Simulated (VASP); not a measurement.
# BN (P6_3/mmc) in VASP: further runs, part 2 of 2

VASP 6.6.1.

### 4 Single point, PBEsol (volume 9.318 Å^3 an atom, c/a of the conventional cell 2.7425)

The input, INCAR:

```
PREC = Accurate ; ENCUT = 520
EDIFF = 1E-6 ; ISMEAR = 0
SIGMA = 0.05 ; LREAL = F
LASPH = T ; NELM = 80
ALGO = Normal ; ISIF = 2
LWAVE = F ; LCHARG = F
GGA = PS ; NBANDS = 16
```

The input, KPOINTS:

```
Automatic mesh
0
Gamma
  12 12 4
```

The input, POSCAR:

```
BN
1.0
    2.5036203705      0.0000000000      0.0000000000
   -1.2518101853      2.1681988423      0.0000000000
    0.0000000000      0.0000000000      6.8661788661
B N
2 2
Direct
    0.3333333333      0.6666666667      0.2500000000
    0.6666666667      0.3333333333      0.7500000000
    0.3333333333      0.6666666667      0.7500000000
    0.6666666667      0.3333333333      0.2500000000
```

Potentials or basis: VASP PAW PBE potentials, release 64 (B, N).

The run is started by

```
> cat potpaw_PBE.64/B/POTCAR potpaw_PBE.64/N/POTCAR > POTCAR
> mpirun -np 1 vasp_std > vasp.out
```

OUTCAR:

```text
PREC = Accurate
   ENCUT = 520
   EDIFF = 1E-6
   ISMEAR = 0
   LREAL = F
   LASPH = T
   NELM = 80
   ISIF = 2
   GGA = PS

 ion  position               nearest neighbor table
   1  0.333  0.667  0.250-   4 1.45   4 1.45   4 1.45
   2  0.667  0.333  0.750-   3 1.45   3 1.45   3 1.45
   3  0.333  0.667  0.750-   2 1.45   2 1.45   2 1.45
   4  0.667  0.333  0.250-   1 1.45   1 1.45   1 1.45

  LATTYP: Found a hexagonal cell.
 ALAT       =     2.5036203705
 C/A-ratio  =     2.7425000000
[... 639 lines left out ...]
      6      -1.6078      2.00000
[... 8 lines left out ...]
     15      18.4282      0.00000
     16      20.5000      0.00000

 [... further k-points ...]
[... 5 lines left out ...]
  --------------------------------------------------------------------------------------
  -------------------------------------------------------------------------------------
  Total        0.1950420      0.1950420      0.0367398     -0.0000000      0.0000000      0.0000000
  in kB        8.3840919      8.3840919      1.5792987     -0.0000000      0.0000000      0.0000000
  external PRESSURE =       6.1158275 kB  Pullay stress =       0.0000000 kB

 VOLUME and BASIS-vectors are now :
 -----------------------------------------------------------------------------
  energy-cutoff  :      520.00
  volume of cell :       37.27
      direct lattice vectors                 reciprocal lattice vectors
     2.503620371  0.000000000  0.000000000     0.399421578  0.230606156  0.000000000
    -1.251810185  2.168198842  0.000000000     0.000000000  0.461212312  0.000000000
     0.000000000  0.000000000  6.866178866     0.000000000  0.000000000  0.145641414

 POSITION                                       TOTAL-FORCE (eV/Angst)
 -----------------------------------------------------------------------------------
     -0.00000      1.44547      1.71654         0.000000      0.000000      0.000000
      1.25181      0.72273      5.14963         0.000000      0.000000      0.000000
     -0.00000      1.44547      5.14963        -0.000000     -0.000000      0.000000
      1.25181      0.72273      1.71654        -0.000000     -0.000000      0.000000
 -----------------------------------------------------------------------------------
    total drift:                               -0.000000      0.000000      0.000000

  FREE ENERGIE OF THE ION-ELECTRON SYSTEM (eV)
  ---------------------------------------------------
  free  energy   TOTEN  =       -36.5698416200 eV

  energy  without entropy=      -36.5698416200  energy(sigma->0) =      -36.56984162
```

OSZICAR:

```text
N       E                     dE             d eps       ncg     rms          rms(c)
DAV:   1     0.487268760995E+02    0.48727E+02   -0.78154E+03  1832   0.922E+02
DAV:   2    -0.366841678830E+02   -0.85411E+02   -0.78037E+02  2512   0.219E+02
DAV:   3    -0.400245431063E+02   -0.33404E+01   -0.33277E+01  2376   0.430E+01
DAV:   4    -0.400462643693E+02   -0.21721E-01   -0.21718E-01  2320   0.387E+00
DAV:   5    -0.400464771325E+02   -0.21276E-03   -0.21276E-03  2336   0.363E-01    0.110E+01
DAV:   6    -0.369564491996E+02    0.30900E+01   -0.49195E+00  2360   0.168E+01    0.504E+00
DAV:   7    -0.366588215383E+02    0.29763E+00   -0.53008E-01  2416   0.526E+00    0.310E+00
DAV:   8    -0.365734687201E+02    0.85353E-01   -0.22513E-01  2304   0.316E+00    0.467E-01
DAV:   9    -0.365689839872E+02    0.44847E-02   -0.14599E-02  2080   0.965E-01    0.181E-01
DAV:  10    -0.365697338987E+02   -0.74991E-03   -0.10927E-03  2072   0.252E-01    0.302E-02
DAV:  11    -0.365698308287E+02   -0.96930E-04   -0.70204E-05  2264   0.640E-02    0.215E-02
DAV:  12    -0.365698415176E+02   -0.10689E-04   -0.22805E-05  2016   0.313E-02    0.194E-03
DAV:  13    -0.365698416200E+02   -0.10232E-06   -0.48842E-07  1976   0.559E-03
   1 F= -.36569842E+02 E0= -.36569842E+02  d E =-.149043E-18
```

stdout:

```text
POSCAR found type information on POSCAR B N
 POSCAR found :  2 types and       4 ions
 scaLAPACK will be used
 -----------------------------------------------------------------------------
|                                                                             |
|                                                                             |
|     You enforced a specific xc type in the INCAR file but a different       |
|     I HOPE YOU KNOW WHAT YOU ARE DOING!                                     |
|                                                                             |
 -----------------------------------------------------------------------------

 LDA part: xc-table for (Slater+PW92), standard interpolation
 POSCAR, INCAR and KPOINTS ok, starting setup
 FFT: planning ... GRIDC
 FFT: planning ... GRID_SOFT
 FFT: planning ... GRID
 WAVECAR not read
 entering main loop
```

It took 21 s on 1 thread of AMD EPYC 7R13 (Zen 3), shared host; peak memory 0.13 GiB.

What came out:

| Quantity | Value |
| --- | --- |
| Free energy | -36.5698 eV |
| Pressure | 0.6 GPa |
| Band gap on the k mesh | 4.22 eV, indirect (least direct gap 4.59 eV) |

Caveat: the PAW data sets were made with another functional, which shifts forces and pressure a little; this functional lacks dispersion, which binds the layers, so the pressure and a relaxed spacing across them are unreliable. A k mesh can miss the band edges.

### 5 Single point, PBEsol (volume 9.318 Å^3 an atom, c/a of the conventional cell 3.1694)

The input, INCAR:

```
SYSTEM = BN
PREC = Accurate
ENCUT = 520
EDIFF = 1E-6
ISMEAR = 0
SIGMA = 0.05
LREAL = .False.
LASPH = .True.
NELM = 80
ALGO = Normal
ISIF = 2
LWAVE = .False.
LCHARG = .False.
GGA = PS
NBANDS = 16
```

The input, KPOINTS:

```
Automatic mesh
0
Gamma
  12 12 4
  0 0 0
```

The input, POSCAR:

```
BN
1.0
    2.3857503931      0.0000000000      0.0000000000
   -1.1928751966      2.0661204475      0.0000000000
    0.0000000000      0.0000000000      7.5613972958
B N
2 2
Direct
    0.3333333333      0.6666666667      0.2500000000
    0.6666666667      0.3333333333      0.7500000000
    0.3333333333      0.6666666667      0.7500000000
    0.6666666667      0.3333333333      0.2500000000
```

Potentials or basis: VASP PAW PBE potentials, release 64 (B, N).

The run is started by

```
> cat potpaw_PBE.64/B/POTCAR potpaw_PBE.64/N/POTCAR > POTCAR
> mpirun -np 1 vasp_std > vasp.out
```

OUTCAR:

```text
SYSTEM = BN
   PREC = Accurate
   ENCUT = 520
   EDIFF = 1E-6
   ISMEAR = 0
   LREAL = .False.
   LASPH = .True.
   NELM = 80
   ISIF = 2
   GGA = PS

 ion  position               nearest neighbor table
   1  0.333  0.667  0.250-   4 1.38   4 1.38   4 1.38
   2  0.667  0.333  0.750-   3 1.38   3 1.38   3 1.38
   3  0.333  0.667  0.750-   2 1.38   2 1.38   2 1.38
   4  0.667  0.333  0.250-   1 1.38   1 1.38   1 1.38

  LATTYP: Found a hexagonal cell.
 ALAT       =     2.3857503931
 C/A-ratio  =     3.1694000000

  Lattice vectors:

[... 646 lines left out ...]
     16      20.9321      0.00000

 [... further k-points ...]
[... 5 lines left out ...]
  --------------------------------------------------------------------------------------
  -------------------------------------------------------------------------------------
  Total       13.3391439     13.3391439     -0.1028427     -0.0000000      0.0000000      0.0000000
  in kB      573.3975637    573.3975637     -4.4208052     -0.0000000      0.0000000      0.0000000
  external PRESSURE =     380.7914408 kB  Pullay stress =       0.0000000 kB

 VOLUME and BASIS-vectors are now :
 -----------------------------------------------------------------------------
  energy-cutoff  :      520.00
  volume of cell :       37.27
      direct lattice vectors                 reciprocal lattice vectors
     2.385750393  0.000000000  0.000000000     0.419155333  0.241999444  0.000000000
    -1.192875197  2.066120447  0.000000000     0.000000000  0.483998888  0.000000000
     0.000000000  0.000000000  7.561397296     0.000000000  0.000000000  0.132250689

 POSITION                                       TOTAL-FORCE (eV/Angst)
 -----------------------------------------------------------------------------------
     -0.00000      1.37741      1.89035        -0.000000     -0.000000      0.000000
      1.19288      0.68871      5.67105        -0.000000      0.000000      0.000000
     -0.00000      1.37741      5.67105         0.000000     -0.000000      0.000000
      1.19288      0.68871      1.89035         0.000000     -0.000000      0.000000
 -----------------------------------------------------------------------------------
    total drift:                               -0.000000      0.000000      0.000000

  FREE ENERGIE OF THE ION-ELECTRON SYSTEM (eV)
  ---------------------------------------------------
  free  energy   TOTEN  =       -35.9351029713 eV

  energy  without entropy=      -35.9351029713  energy(sigma->0) =      -35.93510297
```

OSZICAR:

```text
N       E                     dE             d eps       ncg     rms          rms(c)
DAV:   1     0.568635047940E+02    0.56864E+02   -0.80181E+03  1824   0.921E+02
DAV:   2    -0.371121094850E+02   -0.93976E+02   -0.84830E+02  2592   0.227E+02
DAV:   3    -0.407019529494E+02   -0.35898E+01   -0.35714E+01  2344   0.447E+01
DAV:   4    -0.407270864025E+02   -0.25133E-01   -0.25130E-01  2280   0.417E+00
DAV:   5    -0.407273608191E+02   -0.27442E-03   -0.27440E-03  2376   0.406E-01    0.126E+01
DAV:   6    -0.366043191636E+02    0.41230E+01   -0.57237E+00  2296   0.182E+01    0.589E+00
DAV:   7    -0.360511593491E+02    0.55316E+00   -0.91754E-01  2416   0.663E+00    0.342E+00
DAV:   8    -0.359364761144E+02    0.11468E+00   -0.29357E-01  2376   0.370E+00    0.517E-01
DAV:   9    -0.359330231856E+02    0.34529E-02   -0.18751E-02  1984   0.109E+00    0.223E-01
DAV:  10    -0.359348186395E+02   -0.17955E-02   -0.15640E-03  2032   0.303E-01    0.338E-02
DAV:  11    -0.359350642433E+02   -0.24560E-03   -0.16027E-04  2208   0.832E-02    0.302E-02
DAV:  12    -0.359351026026E+02   -0.38359E-04   -0.52534E-05  1976   0.421E-02    0.239E-03
DAV:  13    -0.359351029713E+02   -0.36870E-06   -0.85044E-07  2160   0.768E-03
   1 F= -.35935103E+02 E0= -.35935103E+02  d E =-.375118E-21
```

stdout:

```text
POSCAR found type information on POSCAR B N
 POSCAR found :  2 types and       4 ions
 scaLAPACK will be used
 -----------------------------------------------------------------------------
|                                                                             |
|                                                                             |
|     You enforced a specific xc type in the INCAR file but a different       |
|     I HOPE YOU KNOW WHAT YOU ARE DOING!                                     |
|                                                                             |
 -----------------------------------------------------------------------------

 LDA part: xc-table for (Slater+PW92), standard interpolation
 POSCAR, INCAR and KPOINTS ok, starting setup
 FFT: planning ... GRIDC
 FFT: planning ... GRID_SOFT
 FFT: planning ... GRID
 WAVECAR not read
 entering main loop
```

Run time: 19 s. Hardware: 1 thread of AMD EPYC 7R13 (Zen 3), shared host; peak memory 0.13 GiB.

Results:

```
Free energy            : -35.9351 eV
Pressure               : 38.1 GPa
Band gap on the k mesh : 4.36 eV, indirect (least direct gap 4.97 eV)
```

Stress tensor (GPa, compression positive):
```
57.34  0.00  0.00
 0.00 57.34  0.00
 0.00  0.00 -0.44
```

Caveat: the PAW data sets were made with another functional, which shifts forces and pressure a little; this functional lacks dispersion, which binds the layers, so the pressure and a relaxed spacing across them are unreliable.

### 6 Overview

```csv
cell,gap on the mesh (eV),pressure (GPa)
"a = 2.463, b = 2.463, c = 6.920 Å, angles 90.0, 90.0, 120.0°, 4 atoms",4.31,12.8
"a = 2.385, b = 2.385, c = 7.379 Å, angles 90.0, 90.0, 120.0°, 4 atoms",4.44,39.3
"a = 2.504, b = 2.504, c = 6.866 Å, angles 90.0, 90.0, 120.0°, 4 atoms",4.22,0.6
"a = 2.386, b = 2.386, c = 7.561 Å, angles 90.0, 90.0, 120.0°, 4 atoms",4.36,38.1
```

Alike in all rows: task single point; level PBEsol; potentials or basis VASP PAW PBE potentials, release 64 (B, N); no spin polarisation; k mesh 12 × 12 × 4; cutoff (eV) 520; smearing gaussian 0.05 eV.

Caveats: the PAW data sets were made with another functional, which shifts forces and pressure a little; this functional lacks dispersion, which binds the layers, so the pressure and a relaxed spacing across them are unreliable.

Total energies depend on the potentials used, so only differences within one code and one set of settings carry meaning.
